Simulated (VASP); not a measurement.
# YbC (P-6m2) in VASP: single point with PBEsol

Aim: the single point of YbC with PBEsol.

All numbers are computed with VASP 6.6.1; they aren't measurements. Logs are shortened: lines on timing, memory, paths and dates and some standing lists are left out, and cuts for length are marked.

## (1) The cell of the first run

Symmetry: P-6m2, No. 187, hexagonal system. The conventional cell has a = 3.422 Å, b = 3.422 Å, c = 3.077 Å, α = 90.00°, β = 90.00°, γ = 120.00°. Within 3.5 Å of Yb (site symmetry -6m2) lie 6 C at 2.50 Å and 8 Yb at 3.08 to 3.42 Å. C (site symmetry -6m2) has 6 Yb at 2.50 Å and 8 C at 3.08 to 3.42 Å within 3.5 Å.

## (2) Single point, PBEsol, collinear spin (15.60 Å³/atom)

INCAR reads:

```
SYSTEM = YbC
PREC = Accurate ; ENCUT = 520
EDIFF = 1E-6 ; ISMEAR = 0
SIGMA = 0.05 ; LREAL = .False.
LASPH = .True. ; NELM = 150
ALGO = Normal ; ISIF = 2
LWAVE = .False. ; LCHARG = .True.
ISPIN = 2 ; MAGMOM = 0.05 0
LORBIT = 11 ; LMAXMIX = 6
GGA = PS ; LELF = .True.
LVHAR = .True. ; NBANDS = 25
```

KPOINTS reads:

```
Automatic mesh
0
Gamma
  12 12 10
  0 0 0
```

POSCAR reads:

```
YbC
1.0
    3.4215670912      0.0000000000      0.0000000000
   -1.7107835456      2.9631640217      0.0000000000
    0.0000000000      0.0000000000      3.0766258105
Yb C
1 1
Direct
    0.0000000000      0.0000000000      0.0000000000
    0.6666666667      0.3333333333      0.5000000000
```

Potentials or basis: VASP PAW PBE potentials, release 64 (Yb, C).

On the command line:

```bash
$ cat potpaw_PBE.64/Yb/POTCAR potpaw_PBE.64/C/POTCAR > POTCAR
$ mpirun -np 1 vasp_std > vasp.out
```

OUTCAR:

```text
SYSTEM = YbC
   PREC = Accurate
   ENCUT = 520
   EDIFF = 1E-6
   ISMEAR = 0
   LREAL = .False.
   LASPH = .True.
   NELM = 150
   ISIF = 2
   ISPIN = 2
   LORBIT = 11
   GGA = PS

 ion  position               nearest neighbor table
   1  0.000  0.000  0.000-   2 2.50   2 2.50   2 2.50   2 2.50   2 2.50   2 2.50
   2  0.667  0.333  0.500-   1 2.50   1 2.50   1 2.50   1 2.50   1 2.50   1 2.50

  LATTYP: Found a hexagonal cell.
 ALAT       =     3.4215670912
 C/A-ratio  =     0.8991861707

  Lattice vectors:

 A1 = (   3.4215670912,   0.0000000000,   0.0000000000)
 A2 = (  -1.7107835456,   2.9631640217,   0.0000000000)
 A3 = (   0.0000000000,   0.0000000000,   3.0766258105)

Analysis of symmetry for initial positions (statically):
=====================================================================
 Subroutine PRICEL returns:
 Original cell was already a primitive cell.

 Routine SETGRP: Setting up the symmetry group for a
 hexagonal supercell.

 Subroutine GETGRP returns: Found 12 space group operations
 (whereof 12 operations were pure point group operations)
 out of a pool of 24 trial point group operations.

The static configuration has the point symmetry D_3h.

Analysis of symmetry for dynamics (positions and initial velocities):
=====================================================================
 Subroutine PRICEL returns:
 Original cell was already a primitive cell.

 Routine SETGRP: Setting up the symmetry group for a
 hexagonal supercell.

 Subroutine GETGRP returns: Found 12 space group operations
 (whereof 12 operations were pure point group operations)
 out of a pool of 24 trial point group operations.

The dynamic configuration has the point symmetry D_3h.

Analysis of structural, dynamic, and magnetic symmetry:
=====================================================================
 Subroutine PRICEL returns:
 Original cell was already a primitive cell.

 Routine SETGRP: Setting up the symmetry group for a
 hexagonal supercell.

 Subroutine GETGRP returns: Found 12 space group operations
 (whereof 12 operations were pure point group operations)
 out of a pool of 24 trial point group operations.

The overall configuration has the point symmetry D_3h.

 Subroutine INISYM returns: Found 12 space group operations
 (whereof 12 operations are pure point group operations),
 and found     1 'primitive' translations

----------------------------------------------------------------------------------------

                                     Primitive cell

  volume of cell :      31.1929

  direct lattice vectors                    reciprocal lattice vectors
     3.421567091  0.000000000  0.000000000     0.292263742  0.168738550  0.000000000
    -1.710783546  2.963164022  0.000000000     0.000000000  0.337477100  0.000000000
     0.000000000  0.000000000  3.076625810     0.000000000  0.000000000  0.325031402

  length of vectors
     3.421567091  3.421567091  3.076625810     0.337477100  0.337477100  0.325031402

  position of ions in fractional coordinates (direct lattice)
     0.000000000  0.000000000  0.000000000
     0.666666667  0.333333333  0.500000000

  ion indices of the primitive-cell ions
   primitive index   ion index
                 1           1
                 2           2

----------------------------------------------------------------------------------------

 KPOINTS: Automatic mesh

Automatic generation of k-mesh.
 Grid dimensions read from file:
 generate k-points for:   12   12   10

 Generating k-lattice:

  Cartesian coordinates                     Fractional coordinates (reciprocal lattice)
     0.024355312  0.014061546  0.000000000     0.083333333  0.000000000  0.000000000
     0.000000000  0.028123092  0.000000000     0.000000000  0.083333333  0.000000000
     0.000000000  0.000000000  0.032503140     0.000000000  0.000000000  0.100000000

  Length of vectors
     0.028123092  0.028123092  0.032503140

  Shift w.r.t. Gamma in fractional coordinates (k-lattice)
     0.000000000  0.000000000  0.000000000

 Subroutine IBZKPT returns following result:
 ===========================================

 Found    114 irreducible k-points:

 Following reciprocal coordinates:
            Coordinates               Weight
  0.000000  0.000000  0.000000      1.000000
  0.083333  0.000000  0.000000      6.000000
  0.166667  0.000000  0.000000      6.000000
  0.250000  0.000000  0.000000      6.000000
  0.333333  0.000000  0.000000      6.000000
  0.416667  0.000000  0.000000      6.000000
[... 16 lines left out ...]
  0.250000  0.000000  0.100000     12.000000
  0.333333  0.000000  0.100000     12.000000
 [... further k-points ...]
   k-points           NKPTS =    114   k-points in BZ     NKDIM =    114   number of bands    NBANDS=     25
   number of dos      NEDOS =    301   number of ions     NIONS =      2
   total plane-waves  NPLWV =  18816
   dimension x,y,z NGX =    28 NGY =   28 NGZ =   24
   dimension x,y,z NGXF=    56 NGYF=   56 NGZF=   48
   ions per type =               1   1
   NGX,Y,Z   is equivalent  to a cutoff of  13.60, 13.60, 12.97 a.u.
   NGXF,Y,Z  is equivalent  to a cutoff of  27.21, 27.21, 25.94 a.u.
 SYSTEM =  YbC
   PREC   = accura    normal or accurate (medium, high low for compatibility)
   ISTART =      0    job   : 0-new  1-cont  2-samecut
   ICHARG =      2    charge: 1-file 2-atom 10-const
   ISPIN  =      2    spin polarized calculation?
   LNONCOLLINEAR =      F non collinear calculations
   LSORBIT =      F    spin-orbit coupling
   LASPH  =      T    aspherical Exc in radial PAW
   ENCUT  =  520.0 eV  38.22 Ry    6.18 a.u.   6.36  6.36  5.72*2*pi/ulx,y,z
   NELM   =    150;   NELMIN=  2; NELMDL= -5     # of ELM steps
   EDIFF  = 0.1E-05   stopping-criterion for ELM
   LREAL  =      F    real-space projection
   EDIFFG = 0.1E-04   stopping-criterion for IOM
   NSW    =      0    number of steps for IOM
   IBRION =     -1    ionic relax: 0-MD 1-quasi-New 2-CG
   NFREE  =      0    steps in history (QN), initial steepest desc. (CG)
   ISIF   =      2    stress and relaxation
   ISYM   =      2    0-nonsym 1-usesym 2-fastsym
   POTIM  = 0.5000    time-step for ionic-motion
   TEBEG  =    0.0;   TEEND  =   0.0 temperature during run
   PSTRESS=    0.0 pullay stress
   NELECT =      28.0000    total number of electrons
   NUPDOWN=      -1.0000    fix difference up-down
   EMIN   =  10.00;   EMAX   =-10.00  energy-range for DOS
   EFERMI =   0.00;   METHOD = LEGACY
   ISMEAR =     0;   SIGMA  =   0.05  broadening in eV -4-tet -1-fermi 0-gaus
   EFERMI_NEDOS =   21; number of points for ismear=-14 and -15
   IALGO  =     38    algorithm
   IMIX   =      4    mixing-type and parameters
     AMIX     =   0.40;   BMIX     =  1.00
     AMIX_MAG =   1.60;   BMIX_MAG =  1.00
  volume/ion in A,a.u.               =      15.60       105.25
  Fermi-wavevector in a.u.,A,eV,Ry     =   1.579219  2.984291 33.932014  2.493933
  Thomas-Fermi vector in A             =   2.679632
   LORBIT       =     11    0 simple, 1 ext, 2 COOP (PROOUT), +10 PAW based schemes
   GGA     = PS    functional components
   LHFCALC =     F    Hartree Fock is set to
   AEXX    =    0.0000 exact exchange contribution
   IVDW    =     0    specifies the selected vdW correction
   LEPSILON=     F    determine dielectric tensor
   LRPA    =     F    only Hartree local field effects (RPA)
 spin polarized calculation
 Gauss-broadening in eV      SIGMA  =   0.05
  energy-cutoff  :      520.00
  volume of cell :       31.19
 maximum number of plane-waves:       853
 NGX is ok and might be reduce to    28
   NGX = 13   NGY = 13   NGZ = 11

 number of electron      27.9999993 magnetization      -0.0048205

 number of electron      27.9999993 magnetization       0.1826780

 Free energy of the ion-electron system (eV)
  ---------------------------------------------------
  ext. energy  EPLUGINS =         0.00000000
  ---------------------------------------------------
  free energy    TOTEN  =       -12.31090722 eV

  energy without entropy =      -12.30725429  energy(sigma->0) =      -12.30908075

 E-fermi :   2.6219     XC(G=0): -11.7628

 val. band max:        2.6123935888   @ k =   0.3333   0.1667   0.4000
 cond. band min:       2.6239492136   @ k =   0.2500   0.1667   0.1000
 fundamental gap:      0.0115556248
 Fermi energy:         2.6219269298

 spin component 1

 k-point     1 :       0.0000    0.0000    0.0000
  band No.  band energies     occupation
      1     -48.4890      1.00000
      2     -20.4127      1.00000
      3     -20.4127      1.00000
      4     -20.2656      1.00000
      5      -8.0063      1.00000
      6       1.6443      1.00000
[... 17 lines left out ...]
     24      17.9307      0.00000
     25      21.1610      0.00000
[... 621 lines left out ...]
      3     -20.5109      1.00000
      4     -20.3084      1.00000
      5      -6.5016      1.00000
      6      -0.3001      1.00000
[... 17 lines left out ...]
     24      20.0117      0.00000
     25      21.0773      0.00000

 [... further k-points ...]

 spin component 2

 k-point     1 :       0.0000    0.0000    0.0000
  band No.  band energies     occupation
      1     -48.4683      1.00000
      2     -20.3961      1.00000
      3     -20.3961      1.00000
      4     -20.2431      1.00000
      5      -7.8771      1.00000
      6       1.7092      1.00000
[... 17 lines left out ...]
     24      18.0201      0.00000
     25      21.1860      0.00000
[... 621 lines left out ...]
      3     -20.4942      1.00000
      4     -20.2857      1.00000
      5      -6.3603      1.00000
      6      -0.1863      1.00000
[... 17 lines left out ...]
     24      20.0980      0.00000
     25      21.1207      0.00000

 [... further k-points ...]

------------------------ aborting loop because EDIFF is reached ----------------------------------------

  FORCE on cell =-STRESS in cart. coord.  units (eV):
  Direction    XX          YY          ZZ          XY          YZ          ZX
  --------------------------------------------------------------------------------------
  -------------------------------------------------------------------------------------
  Total       -0.9342141     -0.9342141     -0.9324241     -0.0000000     -0.0000000      0.0000000
  in kB      -47.9845666    -47.9845666    -47.8926270     -0.0000000     -0.0000000      0.0000000
  external PRESSURE =     -47.9539200 kB  Pullay stress =       0.0000000 kB

 VOLUME and BASIS-vectors are now :
 -----------------------------------------------------------------------------
  energy-cutoff  :      520.00
  volume of cell :       31.19
      direct lattice vectors                 reciprocal lattice vectors
     3.421567091  0.000000000  0.000000000     0.292263742  0.168738550  0.000000000
    -1.710783546  2.963164022  0.000000000     0.000000000  0.337477100  0.000000000
     0.000000000  0.000000000  3.076625810     0.000000000  0.000000000  0.325031402

 POSITION                                       TOTAL-FORCE (eV/Angst)
 -----------------------------------------------------------------------------------
      0.00000      0.00000      0.00000        -0.000000      0.000000      0.000000
      1.71078      0.98772      1.53831         0.000000     -0.000000      0.000000
 -----------------------------------------------------------------------------------
    total drift:                               -0.000000      0.000000      0.000000

  FREE ENERGIE OF THE ION-ELECTRON SYSTEM (eV)
  ---------------------------------------------------
  free  energy   TOTEN  =       -12.3109072164 eV

  energy  without entropy=      -12.3072542929  energy(sigma->0) =      -12.30908075

 total charge

# of ion       s       p       d       f       tot
--------------------------------------------------
    1        2.188   6.101   0.594  13.369  22.252
    2        0.913   1.312   0.000   0.000   2.224
--------------------------------------------------
tot          3.100   7.413   0.594  13.369  24.476

 magnetization (x)

# of ion       s       p       d       f       tot
--------------------------------------------------
    1       -0.000   0.011   0.011   0.031   0.053
    2        0.003   0.065   0.000   0.000   0.068
--------------------------------------------------
tot          0.003   0.076   0.011   0.031   0.121
```

It took 11 min on 1 thread of Intel Xeon Platinum 8175M at 2.50GHz (Skylake/Cascade Lake), shared host; peak memory 0.3 GiB.

Results:

```
Free energy                                           : -12.3109 eV
Pressure                                              : -4.8 GPa
Net moment                                            : 0.18 μB per cell
Site moments                                          : Yb +0.05; C +0.07 μB
Valence electrons inside the program's atomic spheres : Yb 22.25; C 2.22
```

Levels at points of the mesh, in eV from the Fermi level:
Spin up:
```
           k point  band 12  band 13  band 14  band 15  band 16  band 17
(0.00, 0.00, 0.00)    -0.52    -0.26    -0.26     1.13     1.85     4.80
(0.50, 0.00, 0.00)    -0.58    -0.57     0.55     0.86     1.32     7.12
(0.00, 0.00, 0.50)    -0.60    -0.52     0.67     0.67     4.46     4.46
(0.50, 0.00, 0.50)    -0.59    -0.56    -0.54    -0.47     3.27     7.39
```
Spin down:
| k point | band 12 | band 13 | band 14 | band 15 | band 16 | band 17 |
| --- | --- | --- | --- | --- | --- | --- |
| (0.00, 0.00, 0.00) | -0.49 | -0.15 | -0.15 | 1.16 | 1.95 | 4.86 |
| (0.50, 0.00, 0.00) | -0.56 | -0.54 | 0.63 | 1.02 | 1.35 | 7.19 |
| (0.00, 0.00, 0.50) | -0.57 | -0.49 | 0.81 | 0.81 | 4.48 | 4.48 |
| (0.50, 0.00, 0.50) | -0.56 | -0.52 | -0.51 | -0.41 | 3.28 | 7.48 |

Caveat: the cell stands under tension; the PAW data sets were made with another functional, which shifts forces and pressure a little; spin-orbit coupling is left out, which moves the levels of the heavy elements.
